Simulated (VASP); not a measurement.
Pd: single point with PBE+U

Crystal: Pd.

```
Pd
1.0
     0.00000    1.97119    1.97119
     1.97119    0.00000    1.97119
     1.97119    1.97119    0.00000
Pd
1
Cartesian
  0.0000 0.0000 0.0000
```

```yaml
Program: VASP 6.6.1
Task: single point
Functional: PBE
Potentials_or_basis: VASP PAW PBE potentials, release 64 (Pd_sv_GW)
Cutoff: 630 eV
k_mesh: 18 × 18 × 18
Occupations: gaussian, width 0.1 eV
Spin: no spin polarisation
Hubbard_terms: Pd d U = 3.0 eV
Dipole_correction: no
Further_INCAR_settings: ALGO = Normal; EDIFF = 1e-06; NBANDS = 15
```

| Property | Result |
| --- | --- |
| Pressure | -0.6 GPa |
| Band gap on the k mesh | zero (bands 9 and 10 overlap by 1.66 eV) |

Levels at points of the mesh, in eV from the Fermi level:
```tsv
k point	band 6	band 7	band 8	band 9	band 10	band 11	band 12	band 13
(0.00, 0.00, 0.00)	-2.62	-2.62	-2.62	-1.30	-1.30	17.37	21.90	21.90
(0.50, 0.00, 0.00)	-2.77	-2.77	-0.06	-0.06	1.48	7.32	16.75	21.01
(0.50, 0.50, 0.00)	-4.74	-0.21	0.31	0.31	3.75	10.63	13.38	13.38
```

Eigenvalues of the final occupation matrices:
```csv
site,spin,trace,eigenvalues
site 1 d,1,3.77,0.73 0.73 0.73 0.80 0.80
site 1 d,2,3.77,0.73 0.73 0.73 0.80 0.80
```

Wall time 35 s on 1 thread of Intel(R) Xeon(R) Platinum 8259CL CPU @ 2.50GHz (Skylake/Cascade Lake), with other jobs on the host, peak memory 0.2 GiB.

Caveat: U without spin polarisation on a metal has little footing; the U is typed as a test and isn't derived for this compound.
